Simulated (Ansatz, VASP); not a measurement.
Two plane-wave programs on PbS

```
CELL_PARAMETERS angstrom
5.03077 0.00000 0.00000
-2.51539 4.35678 0.00000
0.00000 0.00000 6.02121
ATOMIC_POSITIONS crystal
Pb 0.33333 0.66667 0.25000
Pb 0.66667 0.33333 0.75000
S 0.66667 0.33333 0.25000
S 0.33333 0.66667 0.75000
```

Alike in both runs: functional PBE; k mesh 6 × 6 × 6; occupations gaussian, width 0.02 eV; no spin polarisation.

Ansatz relaxed the structure, and its values are those at the end. VASP's run is a single point on that final structure, the one shown.

|  | VASP | Ansatz |
| --- | --- | --- |
| version | VASP 6.6.1 | Ansatz 0.2.0 |
| potentials or method | VASP PAW PBE potentials, release 64 (Pb_d, S), cutoff 520 eV | scalar-relativistic, plane waves, PAW |
| valence electrons in the cell | 40 | 40 |

```csv
,VASP,Ansatz,Ansatz less VASP
gap on the k mesh at the Fermi level (eV),1.45,1.45,-0.005
least direct gap on the mesh (eV),1.45,1.45,-0.005
pressure (GPa),0.0,0.0,+0.06
```

Spin-orbit coupling is off throughout.
